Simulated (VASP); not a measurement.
# InP (F-43m) in VASP: density of states with PBE

Aim: the density of states of InP with PBE.

Program: VASP 6.6.1. These are calculated values, not measurements. Logs are shortened: lines on timing, memory, paths and dates and some standing lists are left out, and cuts for length are marked.

**1. The cell of the first run**

Symmetry: F-43m, No. 216, cubic system. The conventional cell has a = 5.861 Å, b = 5.861 Å, c = 5.861 Å, α = 90.00°, β = 90.00°, γ = 90.00°. In (site symmetry -43m) has 4 P at 2.54 Å within 3.3 Å. P (site symmetry -43m) has 4 In at 2.54 Å within 3.3 Å.

**2. Density of states, PBE**

POSCAR reads:

```
InP
1.0
    0.0000000000      2.9305000000      2.9305000000
    2.9305000000      0.0000000000      2.9305000000
    2.9305000000      2.9305000000      0.0000000000
In P
1 1
Direct
    0.0000000000      0.0000000000      0.0000000000
    0.2500000000      0.2500000000      0.2500000000
```

INCAR.step1 reads:

```
  PREC = Accurate
  ENCUT = 520
  EDIFF = 1E-6
  ISMEAR = 0
  SIGMA = 0.01
  LREAL = F
  LASPH = T
  NELM = 60
  ALGO = Normal
  ISIF = 2
  LWAVE = F
  LCHARG = T
  GGA = PE
  NBANDS = 16
```

KPOINTS.step1 reads:

```
Automatic mesh
0
Gamma
  6 6 6
```

INCAR.step2 reads:

```
  PREC = Accurate
  ENCUT = 520
  EDIFF = 1E-6
  ISMEAR = -5
  SIGMA = 0.01
  LREAL = F
  LASPH = T
  NELM = 60
  ALGO = Normal
  ISIF = 2
  LWAVE = F
  LCHARG = F
  GGA = PE
  LORBIT = 11
  NEDOS = 1001
  ICHARG = 11
```

KPOINTS.step2 reads:

```
Automatic mesh
0
Gamma
  9 9 9
```

Potentials or basis: VASP PAW PBE potentials, release 64 (In_d, P).

Launch:

```console
cat potpaw_PBE.64/In_d/POTCAR potpaw_PBE.64/P/POTCAR > POTCAR
cp INCAR.step1 INCAR
cp KPOINTS.step1 KPOINTS
mpirun -np 1 vasp_std > vasp.out
cp INCAR.step2 INCAR
cp KPOINTS.step2 KPOINTS
mpirun -np 1 vasp_std > vasp.out
```

OUTCAR:

```text
PREC = Accurate
   ENCUT = 520
   EDIFF = 1E-6
   ISMEAR = -5
   LREAL = F
   LASPH = T
   NELM = 60
   ISIF = 2
   GGA = PE
   LORBIT = 11
   ICHARG = 11

 ion  position               nearest neighbor table
   1  0.000  0.000  0.000-   2 2.54   2 2.54   2 2.54   2 2.54
   2  0.250  0.250  0.250-   1 2.54   1 2.54   1 2.54   1 2.54

  LATTYP: Found a face centered cubic cell.
 ALAT       =     5.8610000000

  Lattice vectors:

 A1 = (   0.0000000000,   2.9305000000,   2.9305000000)
 A2 = (   2.9305000000,   0.0000000000,   2.9305000000)
 A3 = (   2.9305000000,   2.9305000000,   0.0000000000)

Analysis of symmetry for initial positions (statically):
=====================================================================
 Subroutine PRICEL returns:
 Original cell was already a primitive cell.

 Routine SETGRP: Setting up the symmetry group for a
 face centered cubic supercell.

 Subroutine GETGRP returns: Found 24 space group operations
 (whereof 24 operations were pure point group operations)
 out of a pool of 48 trial point group operations.

The static configuration has the point symmetry T_d .

Analysis of symmetry for dynamics (positions and initial velocities):
=====================================================================
 Subroutine PRICEL returns:
 Original cell was already a primitive cell.

 Routine SETGRP: Setting up the symmetry group for a
 face centered cubic supercell.

 Subroutine GETGRP returns: Found 24 space group operations
 (whereof 24 operations were pure point group operations)
 out of a pool of 48 trial point group operations.

The dynamic configuration has the point symmetry T_d .

 Subroutine INISYM returns: Found 24 space group operations
 (whereof 24 operations are pure point group operations),
 and found     1 'primitive' translations

----------------------------------------------------------------------------------------

                                     Primitive cell

  volume of cell :      50.3333

  direct lattice vectors                    reciprocal lattice vectors
     0.000000000  2.930500000  2.930500000    -0.170619348  0.170619348  0.170619348
     2.930500000  0.000000000  2.930500000     0.170619348 -0.170619348  0.170619348
     2.930500000  2.930500000  0.000000000     0.170619348  0.170619348 -0.170619348

  length of vectors
[... 93 lines left out ...]
   TEBEG  =    0.0;   TEEND  =   0.0 temperature during run
   PSTRESS=    0.0 pullay stress
   NELECT =      18.0000    total number of electrons
   NUPDOWN=      -1.0000    fix difference up-down
   EMIN   =  10.00;   EMAX   =-10.00  energy-range for DOS
   EFERMI =   0.00;   METHOD = LEGACY
   ISMEAR =    -5;   SIGMA  =   0.01  broadening in eV -4-tet -1-fermi 0-gaus
   EFERMI_NEDOS =   21; number of points for ismear=-14 and -15
   IALGO  =     38    algorithm
   IMIX   =      4    mixing-type and parameters
     AMIX     =   0.40;   BMIX     =  1.00
     AMIX_MAG =   1.60;   BMIX_MAG =  1.00
  volume/ion in A,a.u.               =      25.17       169.83
  Fermi-wavevector in a.u.,A,eV,Ry     =   1.162021  2.195901 18.371846  1.350293
  Thomas-Fermi vector in A             =   2.298587
   LORBIT       =     11    0 simple, 1 ext, 2 COOP (PROOUT), +10 PAW based schemes
   GGA     = PE    functional components
   LHFCALC =     F    Hartree Fock is set to
   AEXX    =    0.0000 exact exchange contribution
   IVDW    =     0    specifies the selected vdW correction
   LEPSILON=     F    determine dielectric tensor
   LRPA    =     F    only Hartree local field effects (RPA)
 non-spin polarized calculation
 Fermi weights with tetrahedron method with Bloechl corrections
  energy-cutoff  :      520.00
  volume of cell :       50.33
 maximum number of plane-waves:      1369

 number of electron      18.0000005 magnetization

 Free energy of the ion-electron system (eV)
  ---------------------------------------------------
  ext. energy  EPLUGINS =         0.00000000
  ---------------------------------------------------
  free energy    TOTEN  =        -8.38234651 eV

  energy without entropy =       -8.38234651  energy(sigma->0) =       -8.38234651

 E-fermi :   5.2002     XC(G=0):  -9.2802

 val. band max:        5.1952191886   @ k =   0.0000   0.0000   0.0000
 cond. band min:       5.9055225508   @ k =   0.0000   0.0000   0.0000
 fundamental gap:      0.7103033621
 Fermi energy:         5.2002371062

 k-point     1 :       0.0000    0.0000    0.0000
  band No.  band energies     occupation
      1      -8.9984      2.00000
      2      -8.9984      2.00000
      3      -8.9984      2.00000
      4      -8.8448      2.00000
      5      -8.8448      2.00000
      6      -6.3226      2.00000
      7       5.1952      2.00000
      8       5.1952      2.00000
      9       5.1952      2.00000
     10       5.9055      0.00000
     11       9.2834      0.00000
     12       9.2834      0.00000
     13       9.2834      0.00000
[... 354 lines left out ...]
  band No.  band energies     occupation
      1      -9.1788      2.00000
      2      -8.8972      2.00000
      3      -8.8972      2.00000
      4      -8.8943      2.00000
      5      -8.8107      2.00000
      6      -4.0783      2.00000
      7      -0.3738      2.00000
      8       2.9225      2.00000
      9       2.9225      2.00000
     10       6.9795      0.00000
     11       7.5416      0.00000
     12      14.1644      0.00000
     13      14.3932      0.00000

 [... further k-points ...]
[... 5 lines left out ...]
  --------------------------------------------------------------------------------------
  -------------------------------------------------------------------------------------
  Total        1.0758120      1.0758120      1.0758120      0.0000000      0.0000000      0.0000000
  in kB       34.2445771     34.2445771     34.2445771      0.0000000      0.0000000      0.0000000
  external PRESSURE =      34.2445771 kB  Pullay stress =       0.0000000 kB

 VOLUME and BASIS-vectors are now :
 -----------------------------------------------------------------------------
  energy-cutoff  :      520.00
  volume of cell :       50.33
      direct lattice vectors                 reciprocal lattice vectors
     0.000000000  2.930500000  2.930500000    -0.170619348  0.170619348  0.170619348
     2.930500000  0.000000000  2.930500000     0.170619348 -0.170619348  0.170619348
     2.930500000  2.930500000  0.000000000     0.170619348  0.170619348 -0.170619348

 POSITION                                       TOTAL-FORCE (eV/Angst)
 -----------------------------------------------------------------------------------
      0.00000      0.00000      0.00000         0.000000      0.000000      0.000000
      1.46525      1.46525      1.46525        -0.000000     -0.000000     -0.000000
 -----------------------------------------------------------------------------------
    total drift:                               -0.000000     -0.000000     -0.000000

  FREE ENERGIE OF THE ION-ELECTRON SYSTEM (eV)
  ---------------------------------------------------
  free  energy   TOTEN  =        -8.3823465103 eV

  energy  without entropy=       -8.3823465103  energy(sigma->0) =       -8.38234651

 total charge

# of ion       s       p       d       tot
------------------------------------------
    1        0.828   0.768   9.901  11.497
    2        1.030   1.496   0.000   2.526
--------------------------------------------------
tot          1.858   2.265   9.901  14.024
```

It took 36 s on 1 thread of Intel Xeon 8259CL, shared host; peak memory 0.18 GiB.

Results:

* Valence electrons inside the program's atomic spheres: In 11.50; P 2.53

Levels at points of the mesh, in eV from the valence-band top:
| k point | band 7 | band 8 | band 9 | band 10 | band 11 | band 12 |
| --- | --- | --- | --- | --- | --- | --- |
| (0.00, 0.00, 0.00) | 0.00 | 0.00 | 0.00 | 0.71 | 4.09 | 4.09 |

Caveat: spin-orbit coupling is left out, which moves the levels of the heavy elements.
